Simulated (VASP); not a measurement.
# MgS (l.bB) (Fm-3m) in VASP: further runs

The runs below take MgS (l.bB) through single point, with LDA.

Program: VASP 6.6.1. These are calculated values, not measurements. Logs are shortened: lines on timing, memory, paths and dates and some standing lists are left out, and cuts for length are marked.

### Step 1. The cell of the first run

Symmetry: Fm-3m, No. 225, cubic system. The conventional cell has a = 5.130 Å, b = 5.130 Å, c = 5.130 Å, α = 90.00°, β = 90.00°, γ = 90.00°. Within 3.4 Å of Mg (site symmetry m-3m) lie 6 S at 2.56 Å. S (site symmetry m-3m) has 6 Mg at 2.56 Å within 3.4 Å.

### Step 2. Single point, LDA

Input file INCAR:

```
ALGO = Normal
EDIFF = 1E-6
ENCUT = 600
GGA_COMPAT = F
ISIF = 2
ISMEAR = 0
LASPH = T
LCHARG = F
LREAL = F
LWAVE = F
NBANDS = 11
NELM = 120
PREC = Accurate
SIGMA = 0.02
```

Input file KPOINTS:

```
k-points
0
Gamma
  8 8 8
```

Input file POSCAR:

```
MgS
1.0
    0.0000000000      2.5648455784      2.5648455784
    2.5648455784      0.0000000000      2.5648455784
    2.5648455784      2.5648455784      0.0000000000
Mg S
1 1
Direct
    0.0000000000      0.0000000000      0.0000000000
    0.5000000000      0.5000000000      0.5000000000
```

Potentials or basis: VASP PAW LDA potentials, release 64 (Mg, S).

The run is started by

```sh
cat potpaw_LDA.64/Mg/POTCAR potpaw_LDA.64/S/POTCAR > POTCAR
mpirun -np 1 vasp_std > vasp.out
```

OUTCAR:

```text
EDIFF = 1E-6
   ENCUT = 600
   ISIF = 2
   ISMEAR = 0
   LASPH = T
   LREAL = F
   NELM = 120
   PREC = Accurate

 ion  position               nearest neighbor table
   1  0.000  0.000  0.000-   2 2.56   2 2.56   2 2.56   2 2.56   2 2.56   2 2.56
   2  0.500  0.500  0.500-   1 2.56   1 2.56   1 2.56   1 2.56   1 2.56   1 2.56

  LATTYP: Found a face centered cubic cell.
 ALAT       =     5.1296911568

  Lattice vectors:

 A1 = (   0.0000000000,   2.5648455784,   2.5648455784)
 A2 = (   2.5648455784,   0.0000000000,   2.5648455784)
 A3 = (   2.5648455784,   2.5648455784,   0.0000000000)

Analysis of symmetry for initial positions (statically):
=====================================================================
 Subroutine PRICEL returns:
 Original cell was already a primitive cell.

 Routine SETGRP: Setting up the symmetry group for a
 face centered cubic supercell.

 Subroutine GETGRP returns: Found 48 space group operations
 (whereof 48 operations were pure point group operations)
 out of a pool of 48 trial point group operations.

The static configuration has the point symmetry O_h .

Analysis of symmetry for dynamics (positions and initial velocities):
=====================================================================
 Subroutine PRICEL returns:
 Original cell was already a primitive cell.

 Routine SETGRP: Setting up the symmetry group for a
 face centered cubic supercell.

 Subroutine GETGRP returns: Found 48 space group operations
 (whereof 48 operations were pure point group operations)
 out of a pool of 48 trial point group operations.

The dynamic configuration has the point symmetry O_h .

 Subroutine INISYM returns: Found 48 space group operations
 (whereof 48 operations are pure point group operations),
 and found     1 'primitive' translations

----------------------------------------------------------------------------------------

                                     Primitive cell

  volume of cell :      33.7453

  direct lattice vectors                    reciprocal lattice vectors
     0.000000000  2.564845578  2.564845578    -0.194943510  0.194943510  0.194943510
     2.564845578  0.000000000  2.564845578     0.194943510 -0.194943510  0.194943510
     2.564845578  2.564845578  0.000000000     0.194943510  0.194943510 -0.194943510

  length of vectors
     3.627239402  3.627239402  3.627239402     0.337652064  0.337652064  0.337652064

  position of ions in fractional coordinates (direct lattice)
     0.000000000  0.000000000  0.000000000
     0.500000000  0.500000000  0.500000000

  ion indices of the primitive-cell ions
   primitive index   ion index
                 1           1
                 2           2

----------------------------------------------------------------------------------------

 KPOINTS: k-points

Automatic generation of k-mesh.
 Grid dimensions read from file:
 generate k-points for:    8    8    8

 Generating k-lattice:

  Cartesian coordinates                     Fractional coordinates (reciprocal lattice)
    -0.024367939  0.024367939  0.024367939     0.125000000  0.000000000  0.000000000
     0.024367939 -0.024367939  0.024367939     0.000000000  0.125000000  0.000000000
     0.024367939  0.024367939 -0.024367939     0.000000000  0.000000000  0.125000000

  Length of vectors
     0.042206508  0.042206508  0.042206508

  Shift w.r.t. Gamma in fractional coordinates (k-lattice)
     0.000000000  0.000000000  0.000000000

 Subroutine IBZKPT returns following result:
 ===========================================

 Found     29 irreducible k-points:

 Following reciprocal coordinates:
            Coordinates               Weight
  0.000000  0.000000  0.000000      1.000000
  0.125000  0.000000  0.000000      8.000000
  0.250000  0.000000  0.000000      8.000000
  0.375000  0.000000  0.000000      8.000000
  0.500000  0.000000  0.000000      4.000000
  0.125000  0.125000  0.000000      6.000000
[... 16 lines left out ...]
  0.500000  0.250000  0.125000     48.000000
 -0.375000  0.250000  0.125000     24.000000
 [... further k-points ...]
   k-points           NKPTS =     29   k-points in BZ     NKDIM =     29   number of bands    NBANDS=     11
   number of dos      NEDOS =    301   number of ions     NIONS =      2
   total plane-waves  NPLWV =  27000
   dimension x,y,z NGX =    30 NGY =   30 NGZ =   30
   dimension x,y,z NGXF=    60 NGYF=   60 NGZF=   60
   ions per type =               1   1
   NGX,Y,Z   is equivalent  to a cutoff of  13.75, 13.75, 13.75 a.u.
   NGXF,Y,Z  is equivalent  to a cutoff of  27.50, 27.50, 27.50 a.u.
 SYSTEM =  unknown system
   PREC   = accura    normal or accurate (medium, high low for compatibility)
   ISTART =      0    job   : 0-new  1-cont  2-samecut
   ICHARG =      2    charge: 1-file 2-atom 10-const
   ISPIN  =      1    spin polarized calculation?
   LNONCOLLINEAR =      F non collinear calculations
   LSORBIT =      F    spin-orbit coupling
   LASPH  =      T    aspherical Exc in radial PAW
   ENCUT  =  600.0 eV  44.10 Ry    6.64 a.u.   7.24  7.24  7.24*2*pi/ulx,y,z
   NELM   =    120;   NELMIN=  2; NELMDL= -5     # of ELM steps
   EDIFF  = 0.1E-05   stopping-criterion for ELM
   LREAL  =      F    real-space projection
   EDIFFG = 0.1E-04   stopping-criterion for IOM
   NSW    =      0    number of steps for IOM
   IBRION =     -1    ionic relax: 0-MD 1-quasi-New 2-CG
   NFREE  =      0    steps in history (QN), initial steepest desc. (CG)
   ISIF   =      2    stress and relaxation
   ISYM   =      2    0-nonsym 1-usesym 2-fastsym
   POTIM  = 0.5000    time-step for ionic-motion
   TEBEG  =    0.0;   TEEND  =   0.0 temperature during run
   PSTRESS=    0.0 pullay stress
   NELECT =       8.0000    total number of electrons
   NUPDOWN=      -1.0000    fix difference up-down
   EMIN   =  10.00;   EMAX   =-10.00  energy-range for DOS
   EFERMI =   0.00;   METHOD = LEGACY
   ISMEAR =     0;   SIGMA  =   0.02  broadening in eV -4-tet -1-fermi 0-gaus
   EFERMI_NEDOS =   21; number of points for ismear=-14 and -15
   IALGO  =     38    algorithm
   IMIX   =      4    mixing-type and parameters
     AMIX     =   0.40;   BMIX     =  1.00
     AMIX_MAG =   1.60;   BMIX_MAG =  1.00
  volume/ion in A,a.u.               =      16.87       113.86
  Fermi-wavevector in a.u.,A,eV,Ry     =   1.013212  1.914693 13.967718  1.026598
  Thomas-Fermi vector in A             =   2.146367
   LORBIT       =      0    0 simple, 1 ext, 2 COOP (PROOUT), +10 PAW based schemes
   GGA     = CA    functional components
   LHFCALC =     F    Hartree Fock is set to
   AEXX    =    0.0000 exact exchange contribution
   IVDW    =     0    specifies the selected vdW correction
   LEPSILON=     F    determine dielectric tensor
   LRPA    =     F    only Hartree local field effects (RPA)
 non-spin polarized calculation
 Gauss-broadening in eV      SIGMA  =   0.02
  energy-cutoff  :      600.00
  volume of cell :       33.75
 maximum number of plane-waves:      1158
 NGX is ok and might be reduce to    30
   NGX = 15   NGY = 15   NGZ = 15

 number of electron       8.0000001 magnetization

 Free energy of the ion-electron system (eV)
  ---------------------------------------------------
  ext. energy  EPLUGINS =         0.00000000
  ---------------------------------------------------
  free energy    TOTEN  =        -9.59240470 eV

  energy without entropy =       -9.59240470  energy(sigma->0) =       -9.59240470

 E-fermi :   4.1297     XC(G=0): -10.1648

 val. band max:        3.9742690648   @ k =   0.0000   0.0000   0.0000
 cond. band min:       6.6226887476   @ k =   0.5000   0.5000   0.0000
 fundamental gap:      2.6484196829
 Fermi energy:         4.1296569640

 k-point     1 :       0.0000    0.0000    0.0000
  band No.  band energies     occupation
      1      -8.9179      2.00000
      2       3.9743      2.00000
      3       3.9743      2.00000
      4       3.9743      2.00000
      5       7.8108      0.00000
      6      11.7807      0.00000
      7      11.7807      0.00000
      8      11.7807      0.00000
      9      14.2834      0.00000
     10      14.2834      0.00000
     11      16.4274      0.00000

 k-point     2 :       0.1250    0.0000    0.0000
  band No.  band energies     occupation
      1      -8.7541      2.00000
      2       2.8695      2.00000
      3       3.8625      2.00000
      4       3.8625      2.00000
      5       8.6073      0.00000
      6      11.4944      0.00000
      7      12.0484      0.00000
      8      12.0484      0.00000
      9      13.6343      0.00000
     10      13.6343      0.00000
     11      16.6973      0.00000

 k-point     3 :       0.2500    0.0000    0.0000
  band No.  band energies     occupation
      1      -8.3072      2.00000
      2       1.0078      2.00000
      3       3.6208      2.00000
      4       3.6208      2.00000
      5       8.9068      0.00000
      6      11.6905      0.00000
      7      11.6905      0.00000
      8      12.3676      0.00000
      9      14.2183      0.00000
     10      14.2183      0.00000
     11      15.8722      0.00000

 k-point     4 :       0.3750    0.0000    0.0000
  band No.  band energies     occupation
      1      -7.7520      2.00000
      2      -0.5369      2.00000
      3       3.4097      2.00000
      4       3.4097      2.00000
      5       8.5650      0.00000
      6      11.0159      0.00000
      7      11.0159      0.00000
      8      13.9703      0.00000
      9      15.5294      0.00000
     10      16.2475      0.00000
     11      16.2475      0.00000

 k-point     5 :       0.5000    0.0000    0.0000
  band No.  band energies     occupation
      1      -7.4703      2.00000
      2      -1.1651      2.00000
      3       3.3294      2.00000
      4       3.3294      2.00000
      5       8.4134      0.00000
      6      10.7650      0.00000
      7      10.7650      0.00000
      8      14.2775      0.00000
      9      16.1633      0.00000
     10      18.5185      0.00000
     11      18.5185      0.00000
[... 211 lines left out ...]
 k-point    21 :       0.5000    0.5000    0.0000
  band No.  band energies     occupation
      1      -7.0569      2.00000
      2      -0.5078      2.00000
      3       2.1677      2.00000
      4       2.1677      2.00000
      5       6.6227      0.00000
      6       8.0909      0.00000
      7      16.1908      0.00000
      8      16.8501      0.00000
      9      17.5068      0.00000
     10      17.5068      0.00000
     11      20.0136      0.00000

 k-point    22 :       0.3750    0.2500    0.1250
  band No.  band energies     occupation
      1      -7.9549      2.00000
      2       0.7339      2.00000
      3       2.3932      2.00000
      4       3.2369      2.00000
      5       9.7640      0.00000
      6      10.3097      0.00000
      7      11.0491      0.00000
      8      13.1991      0.00000
      9      14.0862      0.00000
     10      17.0336      0.00000
     11      18.9154      0.00000

 k-point    23 :       0.5000    0.2500    0.1250
  band No.  band energies     occupation
      1      -7.4824      2.00000
      2      -0.1817      2.00000
      3       1.8202      2.00000
      4       2.8974      2.00000
      5       9.5240      0.00000
      6      10.2996      0.00000
      7      11.7402      0.00000
      8      13.0109      0.00000
      9      15.7044      0.00000
     10      18.3076      0.00000
     11      18.9730      0.00000

 k-point    24 :      -0.3750    0.2500    0.1250
  band No.  band energies     occupation
      1      -7.2523      2.00000
      2      -0.6165      2.00000
      3       1.6703      2.00000
      4       2.7245      2.00000
      5       9.4657      0.00000
      6      10.0161      0.00000
      7      12.3718      0.00000
      8      13.4680      0.00000
      9      16.2654      0.00000
     10      17.3821      0.00000
     11      19.5928      0.00000

 [... further k-points ...]
[... 5 lines left out ...]
  --------------------------------------------------------------------------------------
  -------------------------------------------------------------------------------------
  Total       -0.1250542     -0.1250542     -0.1250542      0.0000000      0.0000000     -0.0000000
  in kB       -5.9373836     -5.9373836     -5.9373836      0.0000000      0.0000000     -0.0000000
  external PRESSURE =      -5.9373836 kB  Pullay stress =       0.0000000 kB

 VOLUME and BASIS-vectors are now :
 -----------------------------------------------------------------------------
  energy-cutoff  :      600.00
  volume of cell :       33.75
      direct lattice vectors                 reciprocal lattice vectors
     0.000000000  2.564845578  2.564845578    -0.194943510  0.194943510  0.194943510
     2.564845578  0.000000000  2.564845578     0.194943510 -0.194943510  0.194943510
     2.564845578  2.564845578  0.000000000     0.194943510  0.194943510 -0.194943510

 POSITION                                       TOTAL-FORCE (eV/Angst)
 -----------------------------------------------------------------------------------
      0.00000      0.00000      0.00000        -0.000000     -0.000000      0.000000
      2.56485      2.56485      2.56485         0.000000      0.000000      0.000000
 -----------------------------------------------------------------------------------
    total drift:                               -0.000000     -0.000000      0.000000

  FREE ENERGIE OF THE ION-ELECTRON SYSTEM (eV)
  ---------------------------------------------------
  free  energy   TOTEN  =        -9.5924047008 eV

  energy  without entropy=       -9.5924047008  energy(sigma->0) =       -9.59240470
```

Wall time 7.1 s (1 thread of AMD EPYC 9R45 (Zen 5), shared host); peak memory 0.12 GiB.

What came out:

```yaml
Free_energy: -9.5924 eV
Pressure: -0.6 GPa
Band_gap_on_the_k_mesh: 2.65 eV, indirect (least direct gap 3.84 eV)
```

### Step 3. Single point, LDA

Input file INCAR:

```
SYSTEM = MgS
PREC = Accurate ; ENCUT = 600
EDIFF = 1E-6 ; ISMEAR = 0
SIGMA = 0.02 ; LREAL = .False.
LASPH = .True. ; NELM = 120
ALGO = Normal ; ISIF = 2
LWAVE = .False. ; LCHARG = .True.
GGA = CA ; LELF = .True.
LVHAR = .True. ; NBANDS = 11
GGA_COMPAT = .False.
```

Input file KPOINTS:

```
Automatic mesh
0
Gamma
  8 8 8
  0 0 0
```

POSCAR is that of step 2.

Potentials or basis: VASP PAW LDA potentials, release 64 (Mg, S).

The run is started by

```sh
cat potpaw_LDA.64/Mg/POTCAR potpaw_LDA.64/S/POTCAR > POTCAR
mpirun -np 1 vasp_std > vasp.out
```

OUTCAR:

```text
SYSTEM = MgS
   PREC = Accurate
   ENCUT = 600
   EDIFF = 1E-6
   ISMEAR = 0
   LREAL = .False.
   LASPH = .True.
   NELM = 120
   ISIF = 2
   GGA = CA

 ion  position               nearest neighbor table
   1  0.000  0.000  0.000-   2 2.56   2 2.56   2 2.56   2 2.56   2 2.56   2 2.56
   2  0.500  0.500  0.500-   1 2.56   1 2.56   1 2.56   1 2.56   1 2.56   1 2.56

  LATTYP: Found a face centered cubic cell.
 ALAT       =     5.1296911568

  Lattice vectors:

 A1 = (   0.0000000000,   2.5648455784,   2.5648455784)
 A2 = (   2.5648455784,   0.0000000000,   2.5648455784)
[... 523 lines left out ...]

  FORCE on cell =-STRESS in cart. coord.  units (eV):
  Direction    XX          YY          ZZ          XY          YZ          ZX
  --------------------------------------------------------------------------------------
  -------------------------------------------------------------------------------------
  Total       -0.1250542     -0.1250542     -0.1250542      0.0000000      0.0000000     -0.0000000
  in kB       -5.9373836     -5.9373836     -5.9373836      0.0000000      0.0000000     -0.0000000
  external PRESSURE =      -5.9373836 kB  Pullay stress =       0.0000000 kB

 VOLUME and BASIS-vectors are now :
 -----------------------------------------------------------------------------
  energy-cutoff  :      600.00
  volume of cell :       33.75
      direct lattice vectors                 reciprocal lattice vectors
     0.000000000  2.564845578  2.564845578    -0.194943510  0.194943510  0.194943510
     2.564845578  0.000000000  2.564845578     0.194943510 -0.194943510  0.194943510
     2.564845578  2.564845578  0.000000000     0.194943510  0.194943510 -0.194943510

 POSITION                                       TOTAL-FORCE (eV/Angst)
 -----------------------------------------------------------------------------------
      0.00000      0.00000      0.00000        -0.000000     -0.000000      0.000000
      2.56485      2.56485      2.56485         0.000000      0.000000      0.000000
 -----------------------------------------------------------------------------------
    total drift:                               -0.000000     -0.000000      0.000000

  FREE ENERGIE OF THE ION-ELECTRON SYSTEM (eV)
  ---------------------------------------------------
  free  energy   TOTEN  =        -9.5924047008 eV

  energy  without entropy=       -9.5924047008  energy(sigma->0) =       -9.59240470
```

OSZICAR:

```text
N       E                     dE             d eps       ncg     rms          rms(c)
DAV:   1     0.227842612736E+02    0.22784E+02   -0.39917E+03   654   0.670E+02
DAV:   2    -0.843490331727E+01   -0.31219E+02   -0.29384E+02   820   0.107E+02
DAV:   3    -0.100070656328E+02   -0.15722E+01   -0.15646E+01   814   0.242E+01
DAV:   4    -0.100164585601E+02   -0.93929E-02   -0.93920E-02   741   0.214E+00
DAV:   5    -0.100165275687E+02   -0.69009E-04   -0.69008E-04   800   0.192E-01    0.460E+00
DAV:   6    -0.964588543191E+01    0.37064E+00   -0.79275E-01   719   0.347E+00    0.355E+00
DAV:   7    -0.959745667719E+01    0.48429E-01   -0.19383E-01   758   0.183E+00    0.219E+00
DAV:   8    -0.959276975459E+01    0.46869E-02   -0.11688E-02   692   0.593E-01    0.856E-01
DAV:   9    -0.959243228248E+01    0.33747E-03   -0.63802E-04   737   0.131E-01    0.364E-01
DAV:  10    -0.959241016092E+01    0.22122E-04   -0.57679E-05   750   0.370E-02    0.138E-01
DAV:  11    -0.959240464891E+01    0.55120E-05   -0.27006E-05   725   0.223E-02    0.157E-02
DAV:  12    -0.959240470075E+01   -0.51838E-07   -0.32673E-07   442   0.405E-03
   1 F= -.95924047E+01 E0= -.95924047E+01  d E =-.402468E-30
```

Run time: 7.7 s. Hardware: 1 thread of AMD EPYC 9R45 (Zen 5), shared host; peak memory 0.12 GiB.

Results:

```
Free energy            : -9.5924 eV
Pressure               : -0.6 GPa
Band gap on the k mesh : 2.65 eV, indirect (least direct gap 3.84 eV)
```

A k mesh can miss the band edges. A hybrid or GW would open this gap; LDA tends to underestimate it.
